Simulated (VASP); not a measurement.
# Nb (Fm-3m) in VASP: notebook

The runs below take Nb through single point, with PBE.

All numbers are computed with VASP 6.6.1; they aren't measurements. Logs are shortened: lines on timing, memory, paths and dates and some standing lists are left out, and cuts for length are marked.

## Step 1: The cell of the first run

The structure is cubic, space group Fm-3m (No. 225). Conventional cell: a = 4.213 Å, b = 4.213 Å, c = 4.213 Å, α = 90.00°, β = 90.00°, γ = 90.00°. Within 3.9 Å of Nb (site symmetry m-3m) lie 12 Nb at 2.98 Å.

## Step 2: Single point, PBE

INCAR

```
SYSTEM = Nb
PREC     = Accurate       ! precision mode
ENCUT    = 500            ! plane-wave cutoff, eV
EDIFF    = 1E-6           ! SCF threshold, eV
ISMEAR   = -1             ! smearing method
SIGMA    = 0.1            ! smearing width, eV
LREAL    = .False.        ! projectors in reciprocal space
LASPH    = .True.         ! aspherical terms in the spheres
NELM     = 120            ! most SCF steps
ALGO     = Normal         ! electronic algorithm
ISIF     = 2              ! what is computed and relaxed
LWAVE    = .False.        ! write WAVECAR
LCHARG   = .False.        ! write CHGCAR
GGA      = PE             ! functional
NBANDS   = 12             ! bands
GGA_COMPAT= .False.
```

KPOINTS

```
Automatic mesh
0
Gamma
  7 7 7
  0 0 0
```

POSCAR

```
Nb
1.0
    0.0000000000      2.1063870000      2.1063870000
    2.1063870000      0.0000000000      2.1063870000
    2.1063870000      2.1063870000      0.0000000000
Nb
1
Direct
    0.0000000000      0.0000000000      0.0000000000
```

Potentials or basis: VASP PAW PBE potentials, release 64 (Nb_sv).

The run is started by

```console
cat potpaw_PBE.64/Nb_sv/POTCAR > POTCAR
mpirun -np 1 vasp_std > vasp.out
```

OUTCAR:

```text
SYSTEM = Nb
   PREC = Accurate
   ENCUT = 500
   EDIFF = 1E-6
   ISMEAR = -1
   LREAL = .False.
   LASPH = .True.
   NELM = 120
   ISIF = 2
   GGA = PE

 ion  position               nearest neighbor table
   1  0.000  0.000  0.000-

  LATTYP: Found a face centered cubic cell.
 ALAT       =     4.2127740000

  Lattice vectors:

 A1 = (   0.0000000000,   2.1063870000,   2.1063870000)
 A2 = (   2.1063870000,   0.0000000000,   2.1063870000)
 A3 = (   2.1063870000,   2.1063870000,   0.0000000000)

Analysis of symmetry for initial positions (statically):
=====================================================================
 Subroutine PRICEL returns:
 Original cell was already a primitive cell.

 Routine SETGRP: Setting up the symmetry group for a
 face centered cubic supercell.

 Subroutine GETGRP returns: Found 48 space group operations
 (whereof 48 operations were pure point group operations)
 out of a pool of 48 trial point group operations.

The static configuration has the point symmetry O_h .

Analysis of symmetry for dynamics (positions and initial velocities):
=====================================================================
 Subroutine PRICEL returns:
 Original cell was already a primitive cell.

 Routine SETGRP: Setting up the symmetry group for a
 face centered cubic supercell.

 Subroutine GETGRP returns: Found 48 space group operations
 (whereof 48 operations were pure point group operations)
 out of a pool of 48 trial point group operations.

The dynamic configuration has the point symmetry O_h .

 Subroutine INISYM returns: Found 48 space group operations
 (whereof 48 operations are pure point group operations),
 and found     1 'primitive' translations

----------------------------------------------------------------------------------------

                                     Primitive cell

  volume of cell :      18.6915

  direct lattice vectors                    reciprocal lattice vectors
     0.000000000  2.106387000  2.106387000    -0.237373284  0.237373284  0.237373284
     2.106387000  0.000000000  2.106387000     0.237373284 -0.237373284  0.237373284
     2.106387000  2.106387000  0.000000000     0.237373284  0.237373284 -0.237373284

  length of vectors
     2.978881063  2.978881063  2.978881063     0.411142589  0.411142589  0.411142589

  position of ions in fractional coordinates (direct lattice)
     0.000000000  0.000000000  0.000000000

[... 69 lines left out ...]
   NELM   =    120;   NELMIN=  2; NELMDL= -5     # of ELM steps
   EDIFF  = 0.1E-05   stopping-criterion for ELM
   LREAL  =      F    real-space projection
[... 7 lines left out ...]
   TEBEG  =    0.0;   TEEND  =   0.0 temperature during run
   PSTRESS=    0.0 pullay stress
   NELECT =      13.0000    total number of electrons
   NUPDOWN=      -1.0000    fix difference up-down
   EMIN   =  10.00;   EMAX   =-10.00  energy-range for DOS
   EFERMI =   0.00;   METHOD = LEGACY
   ISMEAR =    -1;   SIGMA  =   0.10  broadening in eV -4-tet -1-fermi 0-gaus
   EFERMI_NEDOS =   21; number of points for ismear=-14 and -15
   IALGO  =     38    algorithm
   IMIX   =      4    mixing-type and parameters
     AMIX     =   0.40;   BMIX     =  1.00
     AMIX_MAG =   1.60;   BMIX_MAG =  1.00
  volume/ion in A,a.u.               =      18.69       126.14
  Fermi-wavevector in a.u.,A,eV,Ry     =   1.450467  2.740985 28.624669  2.103854
  Thomas-Fermi vector in A             =   2.568075
   LORBIT       =      0    0 simple, 1 ext, 2 COOP (PROOUT), +10 PAW based schemes
   GGA     = PE    functional components
   LHFCALC =     F    Hartree Fock is set to
   AEXX    =    0.0000 exact exchange contribution
   IVDW    =     0    specifies the selected vdW correction
   LEPSILON=     F    determine dielectric tensor
   LRPA    =     F    only Hartree local field effects (RPA)
 non-spin polarized calculation
  energy-cutoff  :      500.00
  volume of cell :       18.69
 maximum number of plane-waves:       489
 NGX is ok and might be reduce to    24
   NGX = 11   NGY = 11   NGZ = 11

 number of electron      13.0000001 magnetization

 Free energy of the ion-electron system (eV)
  ---------------------------------------------------
  ext. energy  EPLUGINS =         0.00000000
  ---------------------------------------------------
  free energy    TOTEN  =        -9.93841362 eV

  energy without entropy =       -9.90274967  energy(sigma->0) =       -9.92058164

 E-fermi :  11.0816     XC(G=0): -12.3111

 val. band max:       11.0116530361   @ k =   0.4286   0.0000   0.0000
 cond. band min:      11.0950208865   @ k =  -0.4286   0.2857   0.0000
 fundamental gap:      0.0833678504
 Fermi energy:        11.0815523254

 k-point     1 :       0.0000    0.0000    0.0000
  band No.  band energies     occupation
      1     -43.7524      2.00000
      2     -19.1337      2.00000
      3     -19.1337      2.00000
      4     -19.1337      2.00000
      5       4.7900      2.00000
      6      11.1308      0.75861
      7      11.1308      0.75861
      8      11.1308      0.75861
      9      13.7416      0.00000
     10      13.7416      0.00000
     11      22.8471      0.00000
     12      27.6446      0.00000
[... 271 lines left out ...]
 k-point    20 :      -0.2857    0.4286    0.1429
  band No.  band energies     occupation
      1     -43.4961      2.00000
      2     -19.9671      2.00000
      3     -19.8959      2.00000
      4     -19.5183      2.00000
      5       8.4080      2.00000
      6       9.3204      2.00000
      7      10.5096      1.99346
      8      13.1051      0.00000
      9      15.7506      0.00000
     10      19.8894      0.00000
     11      21.2555      0.00000
     12      23.1598      0.00000

------------------------ aborting loop because EDIFF is reached ----------------------------------------

  FORCE on cell =-STRESS in cart. coord.  units (eV):
  Direction    XX          YY          ZZ          XY          YZ          ZX
  --------------------------------------------------------------------------------------
  -------------------------------------------------------------------------------------
  Total       -0.0363255     -0.0363255     -0.0363255      0.0000000     -0.0000000      0.0000000
  in kB       -3.1137072     -3.1137072     -3.1137072      0.0000000     -0.0000000      0.0000000
  external PRESSURE =      -3.1137072 kB  Pullay stress =       0.0000000 kB

 VOLUME and BASIS-vectors are now :
 -----------------------------------------------------------------------------
  energy-cutoff  :      500.00
  volume of cell :       18.69
      direct lattice vectors                 reciprocal lattice vectors
     0.000000000  2.106387000  2.106387000    -0.237373284  0.237373284  0.237373284
     2.106387000  0.000000000  2.106387000     0.237373284 -0.237373284  0.237373284
     2.106387000  2.106387000  0.000000000     0.237373284  0.237373284 -0.237373284

 POSITION                                       TOTAL-FORCE (eV/Angst)
 -----------------------------------------------------------------------------------
      0.00000      0.00000      0.00000         0.000000      0.000000      0.000000
 -----------------------------------------------------------------------------------
    total drift:                                0.000000      0.000000     -0.000000

  FREE ENERGIE OF THE ION-ELECTRON SYSTEM (eV)
  ---------------------------------------------------
  free  energy   TOTEN  =        -9.9384136189 eV

  energy  without entropy=       -9.9027496657  energy(sigma->0) =       -9.92058164
```

Wall time 6 s (1 thread of Intel Xeon 6975P-C, shared host); peak memory 0.14 GiB.

Results:

```yaml
Free_energy: -9.9384 eV
Pressure: -0.3 GPa
```

Caveat: the k points lie up to 0.37 Å⁻¹ apart.

## Step 3: Single point, PBE

INCAR

```
  PREC = Accurate
  ENCUT = 500
  EDIFF = 1E-6
  ISMEAR = -1
  SIGMA = 0.1
  LREAL = F
  LASPH = T
  NELM = 120
  ALGO = Normal
  ISIF = 2
  LWAVE = F
  LCHARG = F
  GGA = PE
  NBANDS = 12
  GGA_COMPAT = F
```

KPOINTS

```
Automatic mesh
0
Gamma
  7 7 7
```

POSCAR is that of step 2.

Potentials or basis: VASP PAW PBE potentials, release 64 (Nb_sv).

The run is started by

```console
cat potpaw_PBE.64/Nb_sv/POTCAR > POTCAR
mpirun -np 1 vasp_std > vasp.out
```

OUTCAR:

```text
PREC = Accurate
   ENCUT = 500
   EDIFF = 1E-6
   ISMEAR = -1
   LREAL = F
   LASPH = T
   NELM = 120
   ISIF = 2
   GGA = PE

 ion  position               nearest neighbor table
   1  0.000  0.000  0.000-

  LATTYP: Found a face centered cubic cell.
 ALAT       =     4.2127740000

  Lattice vectors:

 A1 = (   0.0000000000,   2.1063870000,   2.1063870000)
 A2 = (   2.1063870000,   0.0000000000,   2.1063870000)
 A3 = (   2.1063870000,   2.1063870000,   0.0000000000)

[... 471 lines left out ...]
     11      21.2555      0.00000
     12      23.1598      0.00000

------------------------ aborting loop because EDIFF is reached ----------------------------------------

  FORCE on cell =-STRESS in cart. coord.  units (eV):
  Direction    XX          YY          ZZ          XY          YZ          ZX
  --------------------------------------------------------------------------------------
  -------------------------------------------------------------------------------------
  Total       -0.0363255     -0.0363255     -0.0363255      0.0000000     -0.0000000      0.0000000
  in kB       -3.1137072     -3.1137072     -3.1137072      0.0000000     -0.0000000      0.0000000
  external PRESSURE =      -3.1137072 kB  Pullay stress =       0.0000000 kB

 VOLUME and BASIS-vectors are now :
 -----------------------------------------------------------------------------
  energy-cutoff  :      500.00
  volume of cell :       18.69
      direct lattice vectors                 reciprocal lattice vectors
     0.000000000  2.106387000  2.106387000    -0.237373284  0.237373284  0.237373284
     2.106387000  0.000000000  2.106387000     0.237373284 -0.237373284  0.237373284
     2.106387000  2.106387000  0.000000000     0.237373284  0.237373284 -0.237373284

 POSITION                                       TOTAL-FORCE (eV/Angst)
 -----------------------------------------------------------------------------------
      0.00000      0.00000      0.00000         0.000000      0.000000      0.000000
 -----------------------------------------------------------------------------------
    total drift:                                0.000000      0.000000     -0.000000

  FREE ENERGIE OF THE ION-ELECTRON SYSTEM (eV)
  ---------------------------------------------------
  free  energy   TOTEN  =        -9.9384136189 eV

  energy  without entropy=       -9.9027496657  energy(sigma->0) =       -9.92058164
```

stdout:

```text
POSCAR found type information on POSCAR Nb
 POSCAR found :  1 types and       1 ions
 scaLAPACK will be used
 LDA part: xc-table for (Slater+PW92), standard interpolation
 POSCAR, INCAR and KPOINTS ok, starting setup
 FFT: planning ... GRIDC
 FFT: planning ... GRID_SOFT
 FFT: planning ... GRID
 WAVECAR not read
 entering main loop
```

Run time: 6.7 s. Hardware: 1 thread of Intel Xeon 6975P-C, shared host; peak memory 0.13 GiB.

Results:

```yaml
Free_energy: -9.9384 eV
Pressure: -0.3 GPa
```

Caveat: the k points lie up to 0.37 Å⁻¹ apart.
